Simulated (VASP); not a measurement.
# AlNi3 (Pm-3m) in VASP: settings compared

The runs below take AlNi3 through single point, relaxation of cell and atoms, with PBE, r2SCAN, BLYP.

Everything below comes from runs of VASP 6.6.1. Logs are shortened: lines on timing, memory, paths and dates and some standing lists are left out, and cuts for length are marked.

## 1. The cell of the first run

The structure is cubic, space group Pm-3m (No. 221). The conventional cell has a = 3.523 Å, b = 3.523 Å, c = 3.523 Å, α = 90.00°, β = 90.00°, γ = 90.00°. Within 3.3 Å of Ni (site symmetry 4/mmm) lie 8 Ni at 2.49 Å and 4 Al at 2.49 Å. Within 3.3 Å of Al (site symmetry m-3m) lie 12 Ni at 2.49 Å.

## 2. Single point, PBE, collinear spin, ferromagnetic start

File INCAR:

```
  PREC = Accurate
  ENCUT = 690
  EDIFF = 1E-6
  ISMEAR = -1
  SIGMA = 0.05
  LREAL = F
  LASPH = T
  NELM = 200
  ALGO = Normal
  ISIF = 2
  LWAVE = F
  LCHARG = F
  ISPIN = 2
  MAGMOM = 1.5 1.5 1.5 0
  LORBIT = 11
  NUPDOWN = 4.5
  LMAXMIX = 4
  GGA = PE
  NBANDS = 40
  GGA_COMPAT = F
```

File KPOINTS:

```
regular mesh
0
Gamma
  6 6 6
```

File POSCAR:

```
AlNi3
1.0
    3.5230547267      0.0000000000      0.0000000000
    0.0000000000      3.5230547267      0.0000000000
    0.0000000000      0.0000000000      3.5230547267
Ni Al
3 1
Direct
    0.5000000000      0.5000000000      0.0000000000
    0.5000000000      0.0000000000      0.5000000000
    0.0000000000      0.5000000000      0.5000000000
    0.0000000000      0.0000000000      0.0000000000
```

Potentials or basis: VASP PAW PBE potentials, release 64 (Ni_sv_GW, Al).

Command:

```console
$ cat potpaw_PBE.64/Ni_sv_GW/POTCAR potpaw_PBE.64/Al/POTCAR > POTCAR
$ mpirun -np 1 vasp_std > vasp.out
```

OUTCAR:

```text
PREC = Accurate
   ENCUT = 690
   EDIFF = 1E-6
   ISMEAR = -1
   LREAL = F
   LASPH = T
   NELM = 200
   ISIF = 2
   ISPIN = 2
   LORBIT = 11
   NUPDOWN = 4.5
   GGA = PE

 ion  position               nearest neighbor table
   1  0.500  0.500  0.000-   2 2.49   3 2.49   4 2.49   2 2.49   3 2.49   2 2.49   4 2.49   2 2.49
                             3 2.49   4 2.49   3 2.49   4 2.49
   2  0.500  0.000  0.500-   1 2.49   3 2.49   4 2.49   1 2.49   4 2.49   1 2.49   3 2.49   1 2.49
                             3 2.49   4 2.49   4 2.49   3 2.49
   3  0.000  0.500  0.500-   1 2.49   2 2.49   4 2.49   1 2.49   4 2.49   2 2.49   4 2.49   4 2.49
                             1 2.49   2 2.49   1 2.49   2 2.49
   4  0.000  0.000  0.000-   1 2.49   2 2.49   3 2.49   2 2.49   3 2.49   1 2.49   3 2.49   3 2.49
                             1 2.49   2 2.49   2 2.49   1 2.49

  LATTYP: Found a simple cubic cell.
 ALAT       =     3.5230547267

  Lattice vectors:

 A1 = (   3.5230547267,   0.0000000000,   0.0000000000)
 A2 = (   0.0000000000,   3.5230547267,   0.0000000000)
 A3 = (   0.0000000000,   0.0000000000,   3.5230547267)

Analysis of symmetry for initial positions (statically):
=====================================================================
 Subroutine PRICEL returns:
 Original cell was already a primitive cell.

 Routine SETGRP: Setting up the symmetry group for a
 simple cubic supercell.

 Subroutine GETGRP returns: Found 48 space group operations
 (whereof 48 operations were pure point group operations)
 out of a pool of 48 trial point group operations.

The static configuration has the point symmetry O_h .

Analysis of symmetry for dynamics (positions and initial velocities):
=====================================================================
 Subroutine PRICEL returns:
 Original cell was already a primitive cell.

 Routine SETGRP: Setting up the symmetry group for a
 simple cubic supercell.

 Subroutine GETGRP returns: Found 48 space group operations
 (whereof 48 operations were pure point group operations)
 out of a pool of 48 trial point group operations.

The dynamic configuration has the point symmetry O_h .

Analysis of structural, dynamic, and magnetic symmetry:
=====================================================================
 Subroutine PRICEL returns:
 Original cell was already a primitive cell.

 Routine SETGRP: Setting up the symmetry group for a
 simple cubic supercell.

 Subroutine GETGRP returns: Found 48 space group operations
 (whereof 48 operations were pure point group operations)
 out of a pool of 48 trial point group operations.

The overall configuration has the point symmetry O_h .

 Subroutine INISYM returns: Found 48 space group operations
 (whereof 48 operations are pure point group operations),
 and found     1 'primitive' translations

----------------------------------------------------------------------------------------

                                     Primitive cell

  volume of cell :      43.7279

  direct lattice vectors                    reciprocal lattice vectors
     3.523054727  0.000000000  0.000000000     0.283844583  0.000000000  0.000000000
     0.000000000  3.523054727  0.000000000     0.000000000  0.283844583  0.000000000
     0.000000000  0.000000000  3.523054727     0.000000000  0.000000000  0.283844583

  length of vectors
     3.523054727  3.523054727  3.523054727     0.283844583  0.283844583  0.283844583

  position of ions in fractional coordinates (direct lattice)
     0.500000000  0.500000000  0.000000000
     0.500000000  0.000000000  0.500000000
     0.000000000  0.500000000  0.500000000
     0.000000000  0.000000000  0.000000000

  ion indices of the primitive-cell ions
   primitive index   ion index
                 1           1
                 2           2
                 3           3
                 4           4

----------------------------------------------------------------------------------------

 KPOINTS: regular mesh

Automatic generation of k-mesh.
 Grid dimensions read from file:
 generate k-points for:    6    6    6

 Generating k-lattice:

  Cartesian coordinates                     Fractional coordinates (reciprocal lattice)
     0.047307431  0.000000000  0.000000000     0.166666667  0.000000000  0.000000000
     0.000000000  0.047307431  0.000000000     0.000000000  0.166666667  0.000000000
     0.000000000  0.000000000  0.047307431     0.000000000  0.000000000  0.166666667

  Length of vectors
     0.047307431  0.047307431  0.047307431

  Shift w.r.t. Gamma in fractional coordinates (k-lattice)
     0.000000000  0.000000000  0.000000000

 Subroutine IBZKPT returns following result:
 ===========================================

 Found     20 irreducible k-points:

 Following reciprocal coordinates:
            Coordinates               Weight
  0.000000  0.000000  0.000000      1.000000
  0.166667  0.000000  0.000000      6.000000
  0.333333  0.000000  0.000000      6.000000
  0.500000  0.000000  0.000000      3.000000
  0.166667  0.166667  0.000000     12.000000
  0.333333  0.166667  0.000000     24.000000
[... 12 lines left out ...]
  0.500000  0.500000  0.333333      6.000000
  0.500000  0.500000  0.500000      1.000000
   k-points           NKPTS =     20   k-points in BZ     NKDIM =     20   number of bands    NBANDS=     40
   number of dos      NEDOS =    301   number of ions     NIONS =      4
   total plane-waves  NPLWV =  27000
   dimension x,y,z NGX =    30 NGY =   30 NGZ =   30
   dimension x,y,z NGXF=    60 NGYF=   60 NGZF=   60
   ions per type =               3   1
   NGX,Y,Z   is equivalent  to a cutoff of  14.16, 14.16, 14.16 a.u.
   NGXF,Y,Z  is equivalent  to a cutoff of  28.31, 28.31, 28.31 a.u.
 SYSTEM =  unknown system
   PREC   = accura    normal or accurate (medium, high low for compatibility)
   ISTART =      0    job   : 0-new  1-cont  2-samecut
   ICHARG =      2    charge: 1-file 2-atom 10-const
   ISPIN  =      2    spin polarized calculation?
   LNONCOLLINEAR =      F non collinear calculations
   LSORBIT =      F    spin-orbit coupling
   LASPH  =      T    aspherical Exc in radial PAW
   ENCUT  =  690.0 eV  50.71 Ry    7.12 a.u.   7.55  7.55  7.55*2*pi/ulx,y,z
   NELM   =    200;   NELMIN=  2; NELMDL= -5     # of ELM steps
   EDIFF  = 0.1E-05   stopping-criterion for ELM
   LREAL  =      F    real-space projection
   EDIFFG = 0.1E-04   stopping-criterion for IOM
   NSW    =      0    number of steps for IOM
   IBRION =     -1    ionic relax: 0-MD 1-quasi-New 2-CG
   NFREE  =      0    steps in history (QN), initial steepest desc. (CG)
   ISIF   =      2    stress and relaxation
   ISYM   =      2    0-nonsym 1-usesym 2-fastsym
   POTIM  = 0.5000    time-step for ionic-motion
   TEBEG  =    0.0;   TEEND  =   0.0 temperature during run
   PSTRESS=    0.0 pullay stress
   NELECT =      57.0000    total number of electrons
   NUPDOWN=       4.5000    fix difference up-down
   EMIN   =  10.00;   EMAX   =-10.00  energy-range for DOS
   EFERMI =   0.00;   METHOD = LEGACY
   ISMEAR =    -1;   SIGMA  =   0.05  broadening in eV -4-tet -1-fermi 0-gaus
   EFERMI_NEDOS =   21; number of points for ismear=-14 and -15
   IALGO  =     38    algorithm
   IMIX   =      4    mixing-type and parameters
     AMIX     =   0.40;   BMIX     =  1.00
     AMIX_MAG =   1.60;   BMIX_MAG =  1.00
  volume/ion in A,a.u.               =      10.93        73.77
  Fermi-wavevector in a.u.,A,eV,Ry     =   1.788328  3.379449 43.513001  3.198115
  Thomas-Fermi vector in A             =   2.851527
   LORBIT       =     11    0 simple, 1 ext, 2 COOP (PROOUT), +10 PAW based schemes
   GGA     = PE    functional components
   LHFCALC =     F    Hartree Fock is set to
   AEXX    =    0.0000 exact exchange contribution
   IVDW    =     0    specifies the selected vdW correction
   LEPSILON=     F    determine dielectric tensor
   LRPA    =     F    only Hartree local field effects (RPA)
 spin polarized calculation
  energy-cutoff  :      690.00
  volume of cell :       43.73
 maximum number of plane-waves:      1856
   NGX = 15   NGY = 15   NGZ = 15

 number of electron      56.9999880 magnetization       4.4999987

 Free energy of the ion-electron system (eV)
  ---------------------------------------------------
  ext. energy  EPLUGINS =         0.00000000
  ---------------------------------------------------
  free energy    TOTEN  =       -21.64764285 eV

  energy without entropy =      -21.60466026  energy(sigma->0) =      -21.62615156

 E-fermi :   8.1412     XC(G=0): -13.3517

 val. band max:       11.7003810078   @ k =   0.5000   0.1667   0.1667
 cond. band min:       8.1577742146   @ k =   0.3333   0.1667   0.1667
 fundamental gap:     -3.5426067932
 Fermi energy:        11.8073338028

 spin component 1

 k-point     1 :       0.0000    0.0000    0.0000
  band No.  band energies     occupation
      1     -95.6044      1.00000
      2     -95.5721      1.00000
      3     -95.5721      1.00000
      4     -56.0471      1.00000
      5     -56.0471      1.00000
      6     -56.0471      1.00000
[... 32 lines left out ...]
     39      22.6398      0.00000
     40      22.7989      0.00000

 k-point     2 :       0.1667    0.0000    0.0000
  band No.  band energies     occupation
      1     -95.6024      1.00000
      2     -95.5743      1.00000
      3     -95.5724      1.00000
      4     -56.0430      1.00000
      5     -56.0430      1.00000
      6     -56.0396      1.00000
[... 763 lines left out ...]
     39      26.9019      0.00000
     40      27.4829      0.00000

 k-point    20 :       0.5000    0.5000    0.5000
  band No.  band energies     occupation
      1     -95.5833      1.00000
      2     -95.5833      1.00000
      3     -95.5833      1.00000
      4     -56.1261      1.00000
      5     -55.9795      1.00000
      6     -55.9795      1.00000
[... 32 lines left out ...]
     39      28.9330      0.00000
     40      29.0000      0.00000
 Fermi energy:         8.1411880833

 spin component 2

 k-point     1 :       0.0000    0.0000    0.0000
  band No.  band energies     occupation
      1     -94.1719      1.00000
      2     -94.1383      1.00000
      3     -94.1383      1.00000
      4     -54.6284      1.00000
      5     -54.6284      1.00000
      6     -54.6284      1.00000
[... 32 lines left out ...]
     39      23.1947      0.00000
     40      23.3358      0.00000

 k-point     2 :       0.1667    0.0000    0.0000
  band No.  band energies     occupation
      1     -94.1698      1.00000
      2     -94.1406      1.00000
      3     -94.1387      1.00000
      4     -54.6230      1.00000
      5     -54.6230      1.00000
      6     -54.6193      1.00000
[... 763 lines left out ...]
     39      27.4986      0.00000
     40      28.0391      0.00000

 k-point    20 :       0.5000    0.5000    0.5000
  band No.  band energies     occupation
      1     -94.1500      1.00000
      2     -94.1500      1.00000
      3     -94.1500      1.00000
      4     -54.6687      1.00000
      5     -54.6193      1.00000
      6     -54.6193      1.00000
[... 32 lines left out ...]
     39      29.4619      0.00000
     40      29.4843      0.00000

------------------------ aborting loop because EDIFF is reached ----------------------------------------

  FORCE on cell =-STRESS in cart. coord.  units (eV):
  Direction    XX          YY          ZZ          XY          YZ          ZX
  --------------------------------------------------------------------------------------
  -------------------------------------------------------------------------------------
  Total        5.9133433      5.9133433      5.9133433     -0.0000000     -0.0000000      0.0000000
  in kB      216.6633754    216.6633754    216.6633754     -0.0000000     -0.0000000      0.0000000
  external PRESSURE =     216.6633754 kB  Pullay stress =       0.0000000 kB

 VOLUME and BASIS-vectors are now :
 -----------------------------------------------------------------------------
  energy-cutoff  :      690.00
  volume of cell :       43.73
      direct lattice vectors                 reciprocal lattice vectors
     3.523054727  0.000000000  0.000000000     0.283844583  0.000000000  0.000000000
     0.000000000  3.523054727  0.000000000     0.000000000  0.283844583  0.000000000
     0.000000000  0.000000000  3.523054727     0.000000000  0.000000000  0.283844583

 POSITION                                       TOTAL-FORCE (eV/Angst)
 -----------------------------------------------------------------------------------
      1.76153      1.76153      0.00000         0.000000      0.000000      0.000000
      1.76153      0.00000      1.76153         0.000000      0.000000      0.000000
      0.00000      1.76153      1.76153         0.000000      0.000000      0.000000
      0.00000      0.00000      0.00000         0.000000      0.000000      0.000000
 -----------------------------------------------------------------------------------
    total drift:                                0.000000      0.000000     -0.000000

  FREE ENERGIE OF THE ION-ELECTRON SYSTEM (eV)
  ---------------------------------------------------
  free  energy   TOTEN  =       -21.6476428471 eV

  energy  without entropy=      -21.6046602643  energy(sigma->0) =      -21.62615156

 total charge

# of ion       s       p       d       f       tot
--------------------------------------------------
    1        2.256   6.375   7.741   0.004  16.376
    2        2.256   6.375   7.741   0.004  16.376
    3        2.256   6.375   7.741   0.004  16.376
    4        0.396   0.465   0.000   0.000   0.861
--------------------------------------------------
tot          7.165  19.588  23.224   0.012  49.990

 magnetization (x)

# of ion       s       p       d       f       tot
--------------------------------------------------
    1        0.019   0.100   1.140   0.001   1.260
    2        0.019   0.100   1.140   0.001   1.260
    3        0.019   0.100   1.140   0.001   1.260
    4        0.031   0.107   0.000   0.000   0.138
--------------------------------------------------
tot          0.088   0.407   3.421   0.002   3.918
```

Wall time 1.9 min (1 thread of Intel Xeon Platinum 8488C (Sapphire Rapids), shared host); peak memory 0.25 GiB.

What came out:

* Free energy: -21.6476 eV
* Pressure: 21.7 GPa
* Net moment: 4.50 μB per cell
* Site moments: Ni +1.26; Al +0.14 μB
* Valence electrons inside the program's atomic spheres: Ni 16.38; Al 0.86

Caveat: the cell stands under pressure; the total moment is fixed, so each spin has its own Fermi level and the state may be an excited one.

## 3. Single point, r2SCAN, collinear spin, ferromagnetic start

POSCAR is that of step 2.

File INCAR.step1:

```
ALGO     = Normal         # electronic algorithm
EDIFF    = 1E-4           # SCF threshold, eV
ENCUT    = 520            # plane-wave cutoff, eV
GGA      = PE             # functional
ISMEAR   = -1             # smearing method
ISPIN    = 2              # spin polarisation
LASPH    = T              # aspherical terms in the spheres
LCHARG   = F              # write CHGCAR
LMAXMIX  = 4              # l up to which the mixer works
LREAL    = F              # projectors in reciprocal space
LWAVE    = T              # write WAVECAR
MAGMOM   = 1 1 1 0        # initial moments
NBANDS   = 28             # bands
NELM     = 150            # most SCF steps
PREC     = Accurate       # precision mode
SIGMA    = 0.05           # smearing width, eV
```

File INCAR.step2:

```
ALGO     = Normal         # electronic algorithm
EDIFF    = 1E-6           # SCF threshold, eV
ENCUT    = 520            # plane-wave cutoff, eV
ISIF     = 2              # what is computed and relaxed
ISMEAR   = -1             # smearing method
ISPIN    = 2              # spin polarisation
ISTART   = 1            
LASPH    = T              # aspherical terms in the spheres
LCHARG   = F              # write CHGCAR
LMAXMIX  = 4              # l up to which the mixer works
LMIXTAU  = T            
LORBIT   = 11             # projections on sites
LREAL    = F              # projectors in reciprocal space
LWAVE    = F              # write WAVECAR
MAGMOM   = 1 1 1 0        # initial moments
METAGGA  = R2SCAN         # meta-GGA
NBANDS   = 28             # bands
NELM     = 150            # most SCF steps
PREC     = Accurate       # precision mode
SIGMA    = 0.05           # smearing width, eV
```

File KPOINTS:

```
k-points
0
Gamma
  8 8 8
```

Potentials or basis: VASP PAW PBE potentials, release 64 (Ni, Al).

Command:

```console
$ cat potpaw_PBE.64/Ni/POTCAR potpaw_PBE.64/Al/POTCAR > POTCAR
$ cp INCAR.step1 INCAR
$ mpirun -np 1 vasp_std > vasp.out
$ cp INCAR.step2 INCAR
$ mpirun -np 1 vasp_std > vasp.out
```

It took 2.2 min on 1 thread of Intel Xeon 6975P-C (Granite Rapids), shared host; peak memory 0.22 GiB.

The run converged. Its results:

```yaml
Free_energy: -44.3091 eV
Pressure: 0.6 GPa
Net_moment: 0.84 μB per cell
Site_moments: Ni +0.32; Al -0.02 μB
Valence_electrons_inside_the_program's_atomic_spheres: Ni 9.49; Al 0.83
```

Levels at points of the mesh, in eV from the Fermi level:
Spin up:
```
           k point  band 15  band 16  band 17  band 18  band 19  band 20
(0.00, 0.00, 0.00)    -0.39    -0.39     0.88     0.88     0.88     6.82
(0.50, 0.00, 0.00)    -1.33    -0.79    -0.39     5.82     5.82     5.84
(0.50, 0.50, 0.00)    -1.34    -1.25    -0.80     0.66     0.66     8.57
(0.50, 0.50, 0.50)    -1.36    -0.54    -0.54    -0.54    -0.30     3.75
```
Spin down:
| k point | band 12 | band 13 | band 14 | band 15 | band 16 | band 17 | band 18 | band 19 | band 20 | band 21 |
| --- | --- | --- | --- | --- | --- | --- | --- | --- | --- | --- |
| (0.00, 0.00, 0.00) | -0.65 | -0.03 | 0.49 | 0.49 | 0.49 | 0.70 | 0.70 | 0.70 | 6.98 | 6.98 |
| (0.50, 0.00, 0.00) | -1.33 | -0.98 | -0.96 | -0.96 | -0.53 | 0.49 | 5.85 | 5.85 | 5.88 | 5.88 |
| (0.50, 0.50, 0.00) | -1.39 | -1.38 | -1.29 | -0.96 | -0.60 | -0.51 | 1.21 | 1.21 | 8.59 | 8.59 |
| (0.50, 0.50, 0.50) | -1.47 | -1.47 | -1.07 | -1.07 | -0.45 | 0.18 | 0.18 | 0.18 | 3.89 | 4.56 |

Caveat: the PAW data sets were made with another functional, which shifts forces and pressure a little.

(Part 1 of 2 ends here.)
